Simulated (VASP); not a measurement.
Runs of VASP 6.6.1 on C. The structure is that of space group Cmcm (No. 63), or close to it. The cells are those of the table. 

```csv
cell,pressure (GPa),largest force (eV/Å)
"a = 2.460, b = 2.538, c = 6.465 Å, angles 90.0, 90.0, 123.2°, 4 atoms",3.3,1.00
"a = 2.460, b = 2.538, c = 6.235 Å, angles 90.0, 90.0, 123.2°, 4 atoms",4.0,1.00
"a = 2.465, b = 2.619, c = 6.465 Å, angles 90.0, 90.0, 126.3°, 4 atoms",(a),2.19
"a = 2.465, b = 2.619, c = 6.580 Å, angles 90.0, 90.0, 126.3°, 4 atoms",9.9,2.19
```

Alike in all rows: task single point; level PBEsol+D3(BJ); potentials or basis VASP PAW PBE potentials, release 64 (C); no spin polarisation; k mesh 18 × 18 × 6; cutoff (eV) 520; smearing gaussian 0.15 eV.

Task: Fill in the values left out.

Result: (a) 10.3.

Caveats: the cell stands under pressure; the PAW data sets were made with another functional, which shifts forces and pressure a little.
